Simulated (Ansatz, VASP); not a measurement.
# CdSe: VASP beside Ansatz

Contents of POSCAR:

```
CdSe
1.0
    4.1910374164      0.0000000000      0.0000000000
   -2.0955187082      3.6295448708      0.0000000000
    0.0000000000      0.0000000000      6.6644400000
Cd Se
2 2
Direct
    0.6666666667      0.3333333333      0.0000000000
    0.3333333333      0.6666666667      0.5000000000
    0.6666666667      0.3333333333      0.3750000000
    0.3333333333      0.6666666667      0.8750000000
```

Contents of INCAR.step1:

```
SYSTEM = CdSe
PREC = Accurate
ENCUT = 520
ISMEAR = 0
SIGMA = 0.05
LREAL = .FALSE.
LASPH = .TRUE.
NELM = 100
NBANDS = 26
GGA = PE
ALGO = Normal
EDIFF = 1E-4
LWAVE = .TRUE.
LCHARG = .FALSE.
```

The input INCAR.step2:

```
SYSTEM = CdSe
PREC = Accurate
ENCUT = 520
EDIFF = 1E-7
ISMEAR = 0
SIGMA = 0.05
LREAL = .FALSE.
LASPH = .TRUE.
NELM = 100
ALGO = Normal
ISIF = 2
LWAVE = .FALSE.
LCHARG = .TRUE.
METAGGA = R2SCAN
LMIXTAU = .TRUE.
LELF = .TRUE.
LVHAR = .TRUE.
NBANDS = 26
ISTART = 1
```

Contents of KPOINTS:

```
regular mesh
0
G
  6 6 4
  0 0 0
```

Input for Ansatz:

```yaml
crystal:
  lattice:
    - [4.1910374164, 0.0, 0.0]
    - [-2.0955187082, 3.6295448708, 0.0]
    - [0.0, 0.0, 6.66444]
  atoms:
    - { symbol: Cd, position: [0.6666666667, 0.3333333333, 0.0] }
    - { symbol: Cd, position: [0.3333333333, 0.6666666667, 0.5] }
    - { symbol: Se, position: [0.6666666667, 0.3333333333, 0.375] }
    - { symbol: Se, position: [0.3333333333, 0.6666666667, 0.875] }
basis:
  ecutwfc: 500
kpoints:
  mp_grid: { grid: [6, 6, 4] }
hamiltonian:
  xc: r2scan
scf:
  occupations: { method: gaussian, width: 0.05 }
output:
  forces: true
  stress: true
  eigenvalues: true
```

Change from the starting cell: strain -0.025 along x and y, -0.050 along z, atoms carried along.

Alike in both runs: task single point; functional r2SCAN; k mesh 6 × 6 × 4; occupations gaussian, width 0.05 eV; no spin polarisation.

|  | VASP | Ansatz |
| --- | --- | --- |
| version | VASP 6.6.1 | Ansatz 0.2.0 |
| potentials or method | VASP PAW PBE potentials, release 64 (Cd, Se), cutoff 520 eV | scalar-relativistic, plane waves, PAW |
| valence electrons in the cell | 36 | 72 |

VASP gave:

- gap on the k mesh at the Fermi level (eV): 1.43
- least direct gap on the mesh (eV): 1.43
- pressure (GPa): 9.6
- traceless stress, the component that is largest in VASP (GPa): 2.88
- rms of the force components (eV/Å): 0.226

Question: Estimate Ansatz's values.

Answer: gap on the k mesh at the Fermi level (eV): 1.44; least direct gap on the mesh (eV): 1.44; pressure (GPa): 9.1; traceless stress, the component that is largest in VASP (GPa): 2.81; rms of the force components (eV/Å): 0.220.

VASP's potentials were made for PBE, not for r2SCAN. Atom by atom the forces differ by 0.005 eV/Å (rms over components). VASP's potentials hold 36 valence electrons a cell and Ansatz's 72, so a difference there can come from the potentials and not from the codes.
